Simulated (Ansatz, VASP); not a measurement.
One calculation of Al, two programs

File INCAR:

```
ALGO = Normal
EDIFF = 1E-6
ENCUT = 500
GGA = PS
GGA_COMPAT = F
ISIF = 2
ISMEAR = 0
LASPH = T
LCHARG = F
LREAL = F
LWAVE = F
NBANDS = 8
NELM = 120
PREC = Accurate
SIGMA = 0.1
```

The input KPOINTS:

```
k-points
0
Gamma
  8 8 8
```

Contents of POSCAR:

```
Al
1.0
    2.5836678499      0.0000000000      0.0000000000
    0.0000000000      2.5836678499      0.0000000000
    0.0000000000      0.0000000000      2.5836678499
Al
1
Direct
    0.0000000000      0.0000000000      0.0000000000
```

Input for Ansatz:

```yaml
crystal:
  lattice:
    - [2.5836678499, 0.0, 0.0]
    - [0.0, 2.5836678499, 0.0]
    - [0.0, 0.0, 2.5836678499]
  atoms:
    - { symbol: Al, position: [0.0, 0.0, 0.0] }
basis:
  ecutwfc: 420
kpoints:
  mp_grid: { grid: [8, 8, 8] }
hamiltonian:
  xc: pbesol
scf:
  occupations: { method: gaussian, width: 0.1 }
  lower_state_search: "off"
output:
  forces: true
  stress: true
  eigenvalues: true
```

Alike in both runs: task single point; functional PBEsol; k mesh 8 × 8 × 8; occupations gaussian, width 0.1 eV; no spin polarisation.

```csv
,VASP,Ansatz
version,VASP 6.6.1,Ansatz 0.2.0
potentials or method,"VASP PAW PBE potentials, release 64 (Al), cutoff 500 eV","scalar-relativistic, plane waves, PAW"
valence electrons in the cell,3,3
```

VASP gave:

| Property | Result |
| --- | --- |
| gap on the k mesh at the Fermi level (eV) | none |
| pressure (GPa) | 10.3 |

Problem. What did Ansatz give for the same quantities?

Solution. gap on the k mesh at the Fermi level (eV): none; pressure (GPa): 10.1.

VASP's potentials were made for PBE, not for PBEsol. A gap of «none» marks a metal or a gap that the smearing closes.
